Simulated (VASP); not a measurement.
# TiWO5 in VASP: a series of runs

TiWO5 is run at these levels: PBE; tasks: single point.

All numbers are computed with VASP 6.6.1; they aren't measurements. Logs are shortened: lines on timing, memory, paths and dates and some standing lists are left out, and cuts for length are marked.

**1. The cell of the first run**

The cell holds an amorphous packing of atoms, 21 atoms: a = 6.839 Å, b = 6.600 Å, c = 6.436 Å, α = 91.29°, β = 90.74°, γ = 86.30°.

**2. Single point, PBE**

Contents of INCAR:

```
SYSTEM = TiWO5
PREC     = Accurate       ! precision mode
ENCUT    = 520            ! plane-wave cutoff, eV
EDIFF    = 1E-6           ! SCF threshold, eV
ISMEAR   = -1             ! smearing method
SIGMA    = 0.3275         ! smearing width, eV
LREAL    = Auto         
LASPH    = .True.         ! aspherical terms in the spheres
NELM     = 60             ! most SCF steps
ALGO     = Normal         ! electronic algorithm
ISIF     = 2              ! what is computed and relaxed
LWAVE    = .False.        ! write WAVECAR
LCHARG   = .True.         ! write CHGCAR
GGA      = PE             ! functional
LELF     = .True.         ! ELF
LVHAR    = .True.       
NBANDS   = 100            ! bands
ISYM     = 0
```

Contents of KPOINTS:

```
Automatic mesh
0
Gamma
  1 1 1
  0 0 0
```

Contents of POSCAR:

```
TiWO5
1.0
    6.8352020000      0.2165210000     -0.0414970000
    0.2165210000      6.5964430000     -0.0725360000
   -0.0414970000     -0.0725360000      6.4352090000
Ti O W
3 15 3
Direct
    0.9303336954      0.5133553931      0.9260418433
    0.5818479691      0.8593114265      0.9641991362
    0.3893988684      0.6366282350      0.4583778632
    0.4155162865      0.7756911493      0.7116942453
    0.7378666676      0.2851943554      0.7978236777
    0.2475940404      0.4812039971      0.7646830154
    0.3926602515      0.8249480963      0.3102085197
    1.0458164685      0.1979553942      0.4549561853
    0.1203242317      0.0459844202      0.8472665955
    0.4758465903      1.1109232083      1.0112964679
    0.4473027168      0.5089112909      1.1427670974
    0.4658499160      1.1043441812      0.5849334627
    0.7173439317      0.7566474619      1.1870916394
    0.6162593573      0.4552170406      0.5709627361
    0.0852810304      0.5100608818      0.1136217461
    0.8077572326      0.7523839836      0.8436702563
    1.0773874852      0.7690287232      0.4809495101
    0.6540739974      0.2104576194      0.2893797020
    0.7430816570      0.2050698033      0.5308130012
    0.4916375911      0.3531037349      0.9052129026
    0.2121090442     -0.0244224891      0.5917820819
```

Potentials or basis: VASP PAW PBE potentials, release 64 (Ti_sv, O, W_sv).

Started as:

```bash
$ cat potpaw_PBE.64/Ti_sv/POTCAR potpaw_PBE.64/O/POTCAR potpaw_PBE.64/W_sv/POTCAR > POTCAR
$ mpirun -np 1 vasp_gam > vasp.out
```

OUTCAR:

```text
SYSTEM = TiWO5
   PREC = Accurate
   ENCUT = 520
   EDIFF = 1E-6
   ISMEAR = -1
   LREAL = Auto
   LASPH = .True.
   NELM = 60
   ISIF = 2
   GGA = PE
   ISYM = 0

 ion  position               nearest neighbor table
   1  0.930  0.513  0.926-  15 1.60  16 1.82   5 2.20   6 2.41
   2  0.582  0.859  0.964-  10 1.79  13 1.82  16 1.83   4 2.06
   3  0.389  0.637  0.458-   7 1.58   4 1.87  14 2.03  11 2.21  17 2.26  21 2.61
   4  0.416  0.776  0.712-   3 1.87  21 2.01   2 2.06
   5  0.738  0.285  0.798-  19 1.79  20 1.85   1 2.20
   6  0.248  0.481  0.765-  20 2.03   1 2.41
   7  0.393  0.825  0.310-   3 1.58  21 2.37
   8  0.046  0.198  0.455-  21 2.01  19 2.13
   9  0.120  0.046  0.847-  21 1.81
  10  0.476  0.111  0.011-  20 1.76   2 1.79
  11  0.447  0.509  0.143-  20 1.84   3 2.21
  12  0.466  0.104  0.585-  21 1.98  19 2.09  20 2.62
  13  0.717  0.757  0.187-   2 1.82
  14  0.616  0.455  0.571-  19 1.83   3 2.03  20 2.45
  15  0.085  0.510  0.114-   1 1.60
  16  0.808  0.752  0.844-   1 1.82   2 1.83
  17  0.077  0.769  0.481-  21 1.82   3 2.26
  18  0.654  0.210  0.289-  19 1.66
  19  0.743  0.205  0.531-  18 1.66   5 1.79  14 1.83  12 2.09   8 2.13  20 3.08  21 3.48
  20  0.492  0.353  0.905-  10 1.76  11 1.84   5 1.85   6 2.03  14 2.45  12 2.62  19 3.08
  21  0.212  0.976  0.592-   9 1.81  17 1.82  12 1.98   8 2.01   4 2.01   7 2.37   3 2.61  19 3.48

IMPORTANT INFORMATION: All symmetrisations will be switched off!
NOSYMM: (Re-)initialisation of all symmetry stuff for point group C_1.

----------------------------------------------------------------------------------------

                                     Primitive cell

  volume of cell :     289.8031

  direct lattice vectors                    reciprocal lattice vectors
     6.835202000  0.216521000 -0.041497000     0.146458835 -0.004797560  0.000890353
     0.216521000  6.596443000 -0.072536000    -0.004797560  0.151772799  0.001679807
    -0.041497000 -0.072536000  6.435209000     0.000890353  0.001679807  0.155419784

  length of vectors
     6.838756446  6.600394160  6.435751576     0.146540095  0.151857897  0.155431412

  position of ions in fractional coordinates (direct lattice)
     0.930333695  0.513355393  0.926041843
     0.581847969  0.859311426  0.964199136
     0.389398868  0.636628235  0.458377863
     0.415516287  0.775691149  0.711694245
     0.737866668  0.285194355  0.797823678
     0.247594040  0.481203997  0.764683015
[... 13 lines left out ...]
     0.491637591  0.353103735  0.905212903
     0.212109044  0.975577511  0.591782082

  ion indices of the primitive-cell ions
   primitive index   ion index
                 1           1
                 2           2
                 3           3
                 4           4
                 5           5
                 6           6
[... 13 lines left out ...]
                20          20
                21          21

----------------------------------------------------------------------------------------

 KPOINTS: Automatic mesh

Automatic generation of k-mesh.
 Grid dimensions read from file:
 generate k-points for:    1    1    1

 Generating k-lattice:

  Cartesian coordinates                     Fractional coordinates (reciprocal lattice)
     0.146458835 -0.004797560  0.000890353     1.000000000 -0.000000000  0.000000000
    -0.004797560  0.151772799  0.001679807     0.000000000  1.000000000  0.000000000
     0.000890353  0.001679807  0.155419784     0.000000000 -0.000000000  1.000000000

  Length of vectors
     0.146540095  0.151857897  0.155431412

  Shift w.r.t. Gamma in fractional coordinates (k-lattice)
     0.000000000  0.000000000  0.000000000

 Subroutine IBZKPT returns following result:
 ===========================================

 Found      1 irreducible k-points:

 Following reciprocal coordinates:
            Coordinates               Weight
  0.000000  0.000000  0.000000      1.000000
   k-points           NKPTS =      1   k-points in BZ     NKDIM =      1   number of bands    NBANDS=    100
   number of dos      NEDOS =    301   number of ions     NIONS =     21
   total plane-waves  NPLWV = 129600
   dimension x,y,z NGX =    54 NGY =   50 NGZ =   48
   dimension x,y,z NGXF=   108 NGYF=  100 NGZF=   96
   ions per type =               3  15   3
   NGX,Y,Z   is equivalent  to a cutoff of  13.13, 12.59, 12.40 a.u.
   NGXF,Y,Z  is equivalent  to a cutoff of  26.25, 25.19, 24.80 a.u.
 SYSTEM =  TiWO5
   PREC   = accura    normal or accurate (medium, high low for compatibility)
   ISTART =      0    job   : 0-new  1-cont  2-samecut
   ICHARG =      2    charge: 1-file 2-atom 10-const
   ISPIN  =      1    spin polarized calculation?
   LNONCOLLINEAR =      F non collinear calculations
   LSORBIT =      F    spin-orbit coupling
   LASPH  =      T    aspherical Exc in radial PAW
   ENCUT  =  520.0 eV  38.22 Ry    6.18 a.u.  12.72 12.27 11.97*2*pi/ulx,y,z
   NELM   =     60;   NELMIN=  2; NELMDL= -5     # of ELM steps
   EDIFF  = 0.1E-05   stopping-criterion for ELM
   LREAL  =      T    real-space projection
   EDIFFG = 0.1E-04   stopping-criterion for IOM
   NSW    =      0    number of steps for IOM
   IBRION =     -1    ionic relax: 0-MD 1-quasi-New 2-CG
   NFREE  =      0    steps in history (QN), initial steepest desc. (CG)
   ISIF   =      2    stress and relaxation
   ISYM   =      0    0-nonsym 1-usesym 2-fastsym
   POTIM  = 0.5000    time-step for ionic-motion
   TEBEG  =    0.0;   TEEND  =   0.0 temperature during run
   PSTRESS=    0.0 pullay stress
   NELECT =     168.0000    total number of electrons
   NUPDOWN=      -1.0000    fix difference up-down
   EMIN   =  10.00;   EMAX   =-10.00  energy-range for DOS
   EFERMI =   0.00;   METHOD = LEGACY
   ISMEAR =    -1;   SIGMA  =   0.33  broadening in eV -4-tet -1-fermi 0-gaus
   EFERMI_NEDOS =   21; number of points for ismear=-14 and -15
   IALGO  =     38    algorithm
   IMIX   =      4    mixing-type and parameters
     AMIX     =   0.40;   BMIX     =  1.00
     AMIX_MAG =   1.60;   BMIX_MAG =  1.00
  volume/ion in A,a.u.               =      13.80        93.13
  Fermi-wavevector in a.u.,A,eV,Ry     =   1.365034  2.579541 25.351990  1.863319
  Thomas-Fermi vector in A             =   2.491298
   LORBIT       =      0    0 simple, 1 ext, 2 COOP (PROOUT), +10 PAW based schemes
   GGA     = PE    functional components
   LHFCALC =     F    Hartree Fock is set to
   AEXX    =    0.0000 exact exchange contribution
   IVDW    =     0    specifies the selected vdW correction
   LEPSILON=     F    determine dielectric tensor
   LRPA    =     F    only Hartree local field effects (RPA)
 non-spin polarized calculation
  energy-cutoff  :      520.00
  volume of cell :      289.80
 maximum number of plane-waves:      3899
 NGX is ok and might be reduce to    50
   NGX = 25   NGY = 25   NGZ = 23

 number of electron     167.9999992 magnetization

 Free energy of the ion-electron system (eV)
  ---------------------------------------------------
  ext. energy  EPLUGINS =         0.00000000
  ---------------------------------------------------
  free energy    TOTEN  =      -171.79725288 eV

  energy without entropy =     -170.57429622  energy(sigma->0) =     -171.18577455

 E-fermi :   3.1418     XC(G=0):  -9.7483

 val. band max:        2.6795363654   @ k =   0.0000   0.0000   0.0000
 cond. band min:       3.7415927647   @ k =   0.0000   0.0000   0.0000
 fundamental gap:      1.0620563992
 Fermi energy:         3.1417973985

 k-point     1 :       0.0000    0.0000    0.0000
  band No.  band energies     occupation
      1     -73.0293      2.00000
      2     -72.8886      2.00000
      3     -72.3737      2.00000
      4     -54.3602      2.00000
      5     -54.3117      2.00000
      6     -53.9788      2.00000
[... 88 lines left out ...]
     95       5.6044      0.00108
     96       5.7890      0.00062
 [bands above 96 left out]

------------------------ aborting loop because EDIFF is reached ----------------------------------------

  FORCE on cell =-STRESS in cart. coord.  units (eV):
  Direction    XX          YY          ZZ          XY          YZ          ZX
  --------------------------------------------------------------------------------------
  -------------------------------------------------------------------------------------
  Total       -8.2430064     31.3110961     23.0052674      2.7860653     -1.3854919      2.1041376
  in kB      -45.5714827    173.1034765    127.1846811     15.4027690     -7.6596953     11.6327302
  external PRESSURE =      84.9055583 kB  Pullay stress =       0.0000000 kB

 VOLUME and BASIS-vectors are now :
 -----------------------------------------------------------------------------
  energy-cutoff  :      520.00
  volume of cell :      289.80
      direct lattice vectors                 reciprocal lattice vectors
     6.835202000  0.216521000 -0.041497000     0.146458835 -0.004797560  0.000890353
     0.216521000  6.596443000 -0.072536000    -0.004797560  0.151772799  0.001679807
    -0.041497000 -0.072536000  6.435209000     0.000890353  0.001679807  0.155419784

 POSITION                                       TOTAL-FORCE (eV/Angst)
 -----------------------------------------------------------------------------------
      6.43174      3.52059      5.88343         0.862043     -0.312002     -1.591671
      4.12310      5.72444      6.11835         2.091640     -4.102668      2.327226
      2.78044      4.25055      2.88742        -0.739096     -6.668208      0.965389
      2.97856      5.15515      4.50639         0.681318      0.126091      0.854036
      5.07211      1.98316      5.08286         4.396630     -0.812818      9.059991
      1.76481      3.17238      4.87572         1.881750     -2.878417      0.813608
[... 13 lines left out ...]
      3.39933      2.37002      5.77922        -7.372810      5.349349     -0.280287
      1.63648      6.43834      3.72868        -2.970646      4.471356      1.488667
 -----------------------------------------------------------------------------------
    total drift:                                0.000087     -0.000320     -0.004513

  FREE ENERGIE OF THE ION-ELECTRON SYSTEM (eV)
  ---------------------------------------------------
  free  energy   TOTEN  =      -171.7972528818 eV

  energy  without entropy=     -170.5742962156  energy(sigma->0) =     -171.18577455
```

Wall time 60 s (1 thread of Intel Xeon Platinum 8488C (Sapphire Rapids), shared host); peak memory 0.32 GiB.

What came out:

```
Free energy            : -171.7973 eV
Pressure               : 8.5 GPa
Largest force          : 10.103 eV/Å
Band gap on the k mesh : 1.06 eV
```

Forces in eV/Å, atoms in the order of the input:
```
Ti   0.862 -0.312 -1.592
Ti   2.092 -4.103  2.327
Ti  -0.739 -6.668  0.965
O    0.681  0.126  0.854
O    4.397 -0.813  9.060
O    1.882 -2.878  0.814
O   -0.175  4.881 -2.075
O   -2.129 -1.170  1.588
O    0.353 -0.989 -2.164
O   -1.432  0.296  0.021
O    1.208 -1.796 -2.439
O    1.656  0.833  1.187
O   -0.949  0.412 -1.091
O   -1.793  3.960 -1.971
O    0.231  0.273  2.257
O    0.157  1.136 -1.540
O    1.363 -0.059  1.231
O   -0.073  0.467 -3.514
W    2.751 -3.419 -5.127
W   -7.373  5.349 -0.280
W   -2.971  4.471  1.489
```

Stress tensor (GPa, compression positive):
```
-4.56  1.54  1.16
 1.54 17.31 -0.77
 1.16 -0.77 12.72
```

Levels at points of the mesh, in eV from the valence-band top:
| k point | band 82 | band 83 | band 84 | band 85 | band 86 | band 87 |
| --- | --- | --- | --- | --- | --- | --- |
| (0.00, 0.00, 0.00) | -0.92 | -0.68 | 0.00 | 1.06 | 1.32 | 1.75 |

Caveat: the k points lie up to 0.98 Å⁻¹ apart; spin-orbit coupling is left out, which moves the levels of the heavy elements.

(Part 1 of 2 ends here.)
